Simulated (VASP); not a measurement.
Set up this calculation in VASP 6.6.1, as the native input.

* Task: single point
* Functional: PBEsol
* Potentials or basis: VASP PAW PBE potentials, release 64 (Cs_sv)
* Cutoff: 520 eV
* k mesh: 6 × 6 × 6
* Occupations: fermi-dirac, width 0.05 eV
* Spin: no spin polarisation
* Dipole correction: no
* Further INCAR settings: ALGO = Fast; EDIFF = 1e-07; NBANDS = 10

The structure of Cs lies in POSCAR:

```
Cs
1.0
   -0.0830200000      3.9091570000      3.9483260000
    3.8927700000     -0.0612560000      3.9265620000
    3.9027100000      3.8973340000     -0.0711970000
Cs
1
Direct
    0.0037580000      0.0101000000     -0.0040670000
```

This cell differs from its parent crystal: the cell strained at random.

The input as run:

INCAR

```
SYSTEM = Cs
PREC = Accurate ; ENCUT = 520
EDIFF = 1E-7 ; ISMEAR = -1
SIGMA = 0.05 ; LREAL = .False.
LASPH = .True. ; NELM = 60
ALGO = Fast ; ISIF = 2
LWAVE = .False. ; LCHARG = .False.
GGA = PS ; NBANDS = 10
```

KPOINTS

```
Automatic mesh
0
Gamma
  6 6 6
  0 0 0
```

Potentials or basis: VASP PAW PBE potentials, release 64 (Cs_sv).

Command:

```bash
$ cat potpaw_PBE.64/Cs_sv/POTCAR > POTCAR
$ mpirun -np 1 vasp_std > vasp.out
```

It gave:

```json
{"Pressure": "-0.2 GPa"}
```

Caveat: the cell differs from its parent crystal (the cell strained at random); the PAW data sets were made with another functional, which shifts forces and pressure a little.

Run time: 5.7 min on 1 thread of AMD EPYC 7R13 (shared host), peak memory 0.3 GiB.
